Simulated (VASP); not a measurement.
# Mo (I4/mmm) in VASP: notebook, part 2 of 2

VASP 6.6.1. The steps go on from the part before.

## (4) Single point, r2SCAN (strain -0.0300 x Voigt [0, 1, 0, 0, 0, 0])

Contents of POSCAR:

```
Mo
1.0
   -1.5710000000      1.5238700000      1.5710000000
    1.5710000000     -1.5238700000      1.5710000000
    1.5710000000      1.5238700000     -1.5710000000
Mo
1
Direct
    0.0000000000      0.0000000000      0.0000000000
```

Contents of INCAR.step1:

```
ALGO     = Normal         # electronic algorithm
EDIFF    = 1E-4           # SCF threshold, eV
ENCUT    = 520            # plane-wave cutoff, eV
GGA      = PE             # functional
ISMEAR   = 0              # smearing method
LASPH    = T              # aspherical terms in the spheres
LCHARG   = F              # write CHGCAR
LREAL    = F              # projectors in reciprocal space
LWAVE    = T              # write WAVECAR
NBANDS   = 13             # bands
NELM     = 60             # most SCF steps
PREC     = Accurate       # precision mode
SIGMA    = 0.15           # smearing width, eV
```

Contents of INCAR.step2:

```
ALGO     = Normal         # electronic algorithm
EDIFF    = 1E-6           # SCF threshold, eV
ENCUT    = 520            # plane-wave cutoff, eV
ISIF     = 2              # what is computed and relaxed
ISMEAR   = 0              # smearing method
ISTART   = 1            
LASPH    = T              # aspherical terms in the spheres
LCHARG   = F              # write CHGCAR
LMIXTAU  = T            
LREAL    = F              # projectors in reciprocal space
LWAVE    = F              # write WAVECAR
METAGGA  = R2SCAN         # meta-GGA
NBANDS   = 13             # bands
NELM     = 60             # most SCF steps
PREC     = Accurate       # precision mode
SIGMA    = 0.15           # smearing width, eV
```

Contents of KPOINTS:

```
k-points
0
Gamma
  22 22 22
```

Run with:

```
> cat potpaw_PBE.64/Mo_sv/POTCAR > POTCAR
> cp INCAR.step1 INCAR
> mpirun -np 1 vasp_std > vasp.out
> cp INCAR.step2 INCAR
> mpirun -np 1 vasp_std > vasp.out
```

It took 6.6 min on 1 thread of Intel Xeon Platinum 8375C at 2.90GHz (Ice Lake), shared host; peak memory 0.25 GiB.

Results (log left out):

- Free energy: -26.0450 eV
- Pressure: 12.9 GPa
- Band gap on the k mesh: zero (bands 7 and 8 overlap by 5.73 eV)

Stress tensor (GPa, compression positive):
```
 9.22  0.00  0.00
 0.00 20.22  0.00
 0.00  0.00  9.22
```

Levels at points of the mesh, in eV from the Fermi level:
```
           k point  band 3  band 4  band 5  band 6  band 7  band 8  band 9  band 10  band 11  band 12
(0.00, 0.00, 0.00)  -35.61  -35.60   -7.79   -1.76   -1.36   -1.36    1.70     2.22    15.33    15.33
(0.50, 0.00, 0.00)  -36.16  -35.64   -5.86   -3.92    1.84    2.06    2.87     5.22    12.56    12.98
(0.00, 0.50, 0.00)  -36.11  -35.60   -5.81   -3.49    1.56    1.64    2.56     5.16    12.65    12.66
(0.50, 0.50, 0.50)  -36.80  -36.69   -6.02   -5.93    4.33    4.33    4.44     9.51     9.51    10.37
```

Caveat: the cell differs from its parent crystal (strain -0.0300 x Voigt [0, 1, 0, 0, 0, 0]); the stress differs along the axes, from 9 to 20 GPa; the PAW data sets were made with another functional, which shifts forces and pressure a little.

## (5) Single point, r2SCAN (strain -0.0150 x Voigt [0, 1, 0, 0, 0, 0])

Contents of POSCAR:

```
Mo
1.0
   -1.5710000000      1.5474350000      1.5710000000
    1.5710000000     -1.5474350000      1.5710000000
    1.5710000000      1.5474350000     -1.5710000000
Mo
1
Direct
    0.0000000000      0.0000000000      0.0000000000
```

Contents of INCAR.step1:

```
  ALGO = Normal
  EDIFF = 1E-4
  ENCUT = 520
  GGA = PE
  ISMEAR = 0
  LASPH = T
  LCHARG = F
  LREAL = F
  LWAVE = T
  NBANDS = 13
  NELM = 60
  PREC = Accurate
  SIGMA = 0.15
```

Contents of INCAR.step2:

```
  ALGO = Normal
  EDIFF = 1E-6
  ENCUT = 520
  ISIF = 2
  ISMEAR = 0
  ISTART = 1
  LASPH = T
  LCHARG = F
  LMIXTAU = T
  LREAL = F
  LWAVE = F
  METAGGA = R2SCAN
  NBANDS = 13
  NELM = 60
  PREC = Accurate
  SIGMA = 0.15
```

KPOINTS is that of step 4.

Potentials or basis: VASP PAW PBE potentials, release 64 (Mo_sv).

Run with:

```
> cat potpaw_PBE.64/Mo_sv/POTCAR > POTCAR
> cp INCAR.step1 INCAR
> mpirun -np 1 vasp_std > vasp.out
> cp INCAR.step2 INCAR
> mpirun -np 1 vasp_std > vasp.out
```

OUTCAR:

```text
EDIFF = 1E-6
   ENCUT = 520
   ISIF = 2
   ISMEAR = 0
   ISTART = 1
   LASPH = T
   LREAL = F
   METAGGA = R2SCAN
   NELM = 60
   PREC = Accurate

 ion  position               nearest neighbor table
   1  0.000  0.000  0.000-

  LATTYP: Found a body centered tetragonal cell.
 ALAT       =     3.1420000000
 C/A-ratio  =     0.9850000000

  Lattice vectors:

 A1 = (  -1.5710000000,  -1.5474350000,   1.5710000000)
 A2 = (   1.5710000000,  -1.5474350000,  -1.5710000000)
 A3 = (   1.5710000000,   1.5474350000,   1.5710000000)

Analysis of symmetry for initial positions (statically):
=====================================================================
 Subroutine PRICEL returns:
 Original cell was already a primitive cell.

 Routine SETGRP: Setting up the symmetry group for a
 body centered tetragonal supercell.

 Subroutine GETGRP returns: Found 16 space group operations
 (whereof 16 operations were pure point group operations)
 out of a pool of 16 trial point group operations.

The static configuration has the point symmetry D_4h.

Analysis of symmetry for dynamics (positions and initial velocities):
=====================================================================
[... 170 lines left out ...]
      6      11.3298      2.00000
      7      11.5237      2.00000
      8      11.5237      2.00000
      9      14.7503      0.00000
     10      15.0003      0.00000
     11      28.3481      0.00000
     12      28.3481      0.00000
     13      28.6706      0.00000
[... 354 lines left out ...]
  band No.  band energies     occupation
      1     -49.9803      2.00000
      2     -24.3141      2.00000
      3     -23.2405      2.00000
      4     -22.7511      2.00000
      5       7.2533      2.00000
      6       9.1921      2.00000
      7      14.1708      0.00000
      8      14.9342      0.00000
      9      15.8611      0.00000
     10      18.1549      0.00000
     11      25.5534      0.00000
     12      25.6787      0.00000
     13      31.3509      0.00000

 [... further k-points ...]

------------------------ aborting loop because EDIFF is reached ----------------------------------------

  FORCE on cell =-STRESS in cart. coord.  units (eV):
  Direction    XX          YY          ZZ          XY          YZ          ZX
  --------------------------------------------------------------------------------------
  -------------------------------------------------------------------------------------
  Total        0.5962758      1.0949166      0.5962758     -0.0000000      0.0000000      0.0000000
  in kB       62.5364159    114.8330316     62.5364159     -0.0000000      0.0000000      0.0000000
  external PRESSURE =      79.9686211 kB  Pullay stress =       0.0000000 kB

 VOLUME and BASIS-vectors are now :
 -----------------------------------------------------------------------------
  energy-cutoff  :      520.00
  volume of cell :       15.28
      direct lattice vectors                 reciprocal lattice vectors
    -1.571000000  1.547435000  1.571000000     0.000000000  0.323115349  0.318268619
     1.571000000 -1.547435000  1.571000000     0.318268619  0.000000000  0.318268619
     1.571000000  1.547435000 -1.571000000     0.318268619  0.323115349  0.000000000

 POSITION                                       TOTAL-FORCE (eV/Angst)
 -----------------------------------------------------------------------------------
      0.00000      0.00000      0.00000        -0.000000     -0.000000      0.000000
 -----------------------------------------------------------------------------------
    total drift:                                0.000000     -0.000000      0.000000

  FREE ENERGIE OF THE ION-ELECTRON SYSTEM (eV)
  ---------------------------------------------------
  free  energy   TOTEN  =       -26.0678971769 eV

  energy  without entropy=      -26.0612720523  energy(sigma->0) =      -26.06458461
```

Run time: 8 min. Hardware: 1 thread of Intel Xeon Platinum 8375C at 2.90GHz (Ice Lake), shared host; peak memory 0.26 GiB.

Results:

| Property | Result |
| --- | --- |
| Free energy | -26.0679 eV |
| Pressure | 8.0 GPa |
| Band gap on the k mesh | zero (bands 7 and 8 overlap by 5.69 eV) |

Levels at points of the mesh, in eV from the Fermi level:
```tsv
k point	band 5	band 6	band 7	band 8	band 9	band 10
(0.00, 0.00, 0.00)	-7.73	-1.59	-1.40	-1.40	1.83	2.08
(0.50, 0.00, 0.00)	-5.75	-3.76	1.73	2.01	2.73	5.11
(0.00, 0.50, 0.00)	-5.72	-3.56	1.59	1.78	2.59	5.08
(0.50, 0.50, 0.50)	-5.86	-5.82	4.26	4.26	4.32	9.53
```

Caveat: the cell differs from its parent crystal (strain -0.0150 x Voigt [0, 1, 0, 0, 0, 0]); the stress differs along the axes, from 6 to 11 GPa; the PAW data sets were made with another functional, which shifts forces and pressure a little.

## (6) Overview

```tsv
cell	gap on the mesh (eV)	pressure (GPa)
a = 2.668 Å, angles 107.8, 112.8, 107.8°, 1 atom	none	24.1
a = 2.681 Å, angles 108.3, 111.9, 108.3°, 1 atom	none	18.2
a = 2.694 Å, angles 108.7, 111.1, 108.7°, 1 atom	none	12.9
a = 2.708 Å, angles 109.1, 110.3, 109.1°, 1 atom	none	8.0
```

Alike in all rows: task single point; level r2SCAN; potentials or basis VASP PAW PBE potentials, release 64 (Mo_sv); no spin polarisation; k mesh 22 × 22 × 22; cutoff (eV) 520; smearing gaussian 0.15 eV.

Caveats: the PAW data sets were made with another functional, which shifts forces and pressure a little; the stress differs along the axes, from 16 to 40 GPa (at least some runs); the stress differs along the axes, from 12 to 30 GPa (at least some runs); the stress differs along the axes, from 9 to 20 GPa (at least some runs); the stress differs along the axes, from 6 to 11 GPa (at least some runs).

Absolute energies hang on the potentials; compare differences alone.
